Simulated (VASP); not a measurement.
Set up this calculation in VASP 6.6.1, as the native input.

| Item | Value |
| --- | --- |
| Task | density of states |
| Functional | revPBE |
| Potentials or basis | VASP PAW PBE potentials, release 64 (Ca_sv) |
| Cutoff | 520 eV |
| k mesh | 9 × 9 × 5 |
| Occupations | tetrahedron, width 0.1 eV |
| Spin | no spin polarisation |
| Dipole correction | no |
| k mesh for the DOS | 14 × 14 × 8 |
| Occupations for the DOS | tetrahedron |
| Further INCAR settings | ALGO = Normal; EDIFF = 1e-06; NBANDS = 17 |

The system is Ca.

```
Ca
1.0
     1.70816    2.95862    0.00000
    -1.70816    2.95862    0.00000
     0.00000    0.00000    5.57844
Ca
2
Direct
  0.33333 0.33334 0.25000
  0.66666 0.66667 0.75000
```

These files were run (other wordings do the same):

POSCAR

```
Ca
1.0
    1.7081620000      2.9586210000      0.0000000000
   -1.7081620000      2.9586210000      0.0000000000
    0.0000000000      0.0000000000      5.5784370000
Ca
2
Direct
    0.3333300000      0.3333400000      0.2500000000
    0.6666600000      0.6666700000      0.7500000000
```

INCAR.step1

```
ALGO = Normal
EDIFF = 1E-6
ENCUT = 520
GGA = RE
ISIF = 2
ISMEAR = -5
LASPH = True
LCHARG = True
LREAL = False
LWAVE = False
NBANDS = 17
NELM = 60
PREC = Accurate
SIGMA = 0.1
```

KPOINTS.step1

```
k-points
0
Gamma
  9 9 5
```

INCAR.step2

```
ALGO = Normal
EDIFF = 1E-6
ENCUT = 520
GGA = RE
ICHARG = 11
ISIF = 2
ISMEAR = -5
LASPH = True
LCHARG = False
LORBIT = 11
LREAL = False
LWAVE = False
NBANDS = 17
NEDOS = 2001
NELM = 60
PREC = Accurate
SIGMA = 0.1
```

KPOINTS.step2

```
k-points
0
Gamma
  14 14 8
```

Potentials or basis: VASP PAW PBE potentials, release 64 (Ca_sv).

Launch:

```bash
$ cat potpaw_PBE.64/Ca_sv/POTCAR > POTCAR
$ cp INCAR.step1 INCAR
$ cp KPOINTS.step1 KPOINTS
$ mpirun -np 1 vasp_std > vasp.out
$ cp INCAR.step2 INCAR
$ cp KPOINTS.step2 KPOINTS
$ mpirun -np 1 vasp_std > vasp.out
```

Results of the run:

```json
{
  "Valence electrons inside the program's atomic spheres": "Ca 8.24"
}
```

It took 3 min on 1 thread of AMD EPYC 7R13 Processor (Zen 3) (shared host), peak memory 0.32 GiB.
